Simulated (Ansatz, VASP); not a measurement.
# AlAs: VASP beside Ansatz

```
Al As
1.0
     0.00000    2.80535    2.80535
     2.80535    0.00000    2.80535
     2.80535    2.80535    0.00000
Al As
1 1
Direct
  0.00000 0.00000 0.00000
  0.25000 0.25000 0.25000
```

Alike in both runs: task single point; functional PBE; k mesh 8 × 8 × 8; occupations gaussian, width 0.02 eV; no spin polarisation.

|  | VASP | Ansatz |
| --- | --- | --- |
| version | VASP 6.6.1 | Ansatz 0.2.0 |
| potentials or method | VASP PAW PBE potentials, release 64 (Al, As), cutoff 500 eV | scalar-relativistic, plane waves, PAW |
| valence electrons in the cell | 8 | 18 |

```csv
,VASP,Ansatz,Ansatz less VASP
gap on the k mesh at the Fermi level (eV),1.39,1.40,+0.011
least direct gap on the mesh (eV),2.28,2.27,-0.008
pressure (GPa),5.0,4.8,-0.21
```

The functional is the same, so the differences come from potentials, cutoffs and numerics. VASP's potentials hold 8 valence electrons a cell and Ansatz's 18, so a difference there can come from the potentials and not from the codes.
